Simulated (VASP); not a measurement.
Here is a VASP 6.6.1 calculation.

File INCAR:

```
SYSTEM = RuC18
PREC = Accurate
ENCUT = 520
EDIFF = 1E-6
ISMEAR = 0
SIGMA = 0.02
LREAL = Auto
LASPH = .True.
NELM = 60
ALGO = Normal
ISIF = 2
LWAVE = .False.
LCHARG = .False.
GGA = PE
NBANDS = 58
```

File KPOINTS:

```
regular mesh
0
Gamma
  2 2 1
  0 0 0
```

POSCAR

```
RuC18
1.0
    7.3980000000      0.0000000000      0.0000000000
   -3.6990000000      6.4068560000      0.0000000000
    0.0000000000      0.0000000000     13.0000000000
C Ru
18 1
Direct
   -0.0024648958     -0.0049857528      0.0788478462
    0.2192636928      0.1056179505      0.0796976923
   -0.0012587352      0.3256436542      0.0770600769
    0.2198155656      0.4381453243      0.0802900769
   -0.0035021209      0.6603577480      0.0818987692
    0.2203840452      0.7721938811      0.0818060000
    0.3298430721     -0.0068404846      0.0802366154
    0.5509165048      0.1017264942      0.0770275385
    0.3292762004      0.3266383699      0.0818459231
    0.5531669566      0.4386842782      0.0819333846
    0.3303985527      0.6611834260      0.0797199231
    0.5521273335      0.7723065728      0.0788720000
    0.6634231870     -0.0066867431      0.0770473846
    0.8862364159      0.1047234400      0.0770536923
    0.6626881131      0.3248058018      0.0719497692
    0.8869693913      0.4369517592      0.0719608462
    0.6638275316      0.6623812054      0.0795834615
    0.8858403287      0.7733916604      0.0795543846
    0.7747869733      0.4668878152      0.2128458462
```

Potentials or basis: VASP PAW PBE potentials, release 64 (C, Ru_pv).

The run is started by

```console
$ cat potpaw_PBE.64/C/POTCAR potpaw_PBE.64/Ru_pv/POTCAR > POTCAR
$ mpirun -np 1 vasp_std > vasp.out
```

Question: What does it give for the largest force?

Answer: 1.014 eV/Å.

Question: Estimate the band gap on the k mesh.

Answer: Zero (band 43 reaches -0.76 eV, above the bottom of band 44 at -0.96 eV).

Forces on the atoms (eV/Å):
```
C    0.021 -0.039  0.002
C    0.028 -0.041  0.023
C    0.058 -0.040 -0.074
C    0.014 -0.059 -0.001
C    0.019 -0.070  0.070
C    0.027 -0.043  0.039
C    0.042 -0.040  0.000
C    0.010 -0.056 -0.072
C    0.021 -0.048  0.040
C    0.035 -0.057  0.068
C    0.023 -0.050  0.023
C    0.024 -0.042  0.006
C    0.020 -0.035 -0.058
C    0.020 -0.031 -0.060
C    0.026 -0.078 -0.007
C    0.065 -0.065 -0.008
C    0.032 -0.036  0.039
C    0.018 -0.047  0.050
Ru  -0.503  0.876 -0.080
```

Caveat: the k points lie up to 0.49 Å⁻¹ apart.
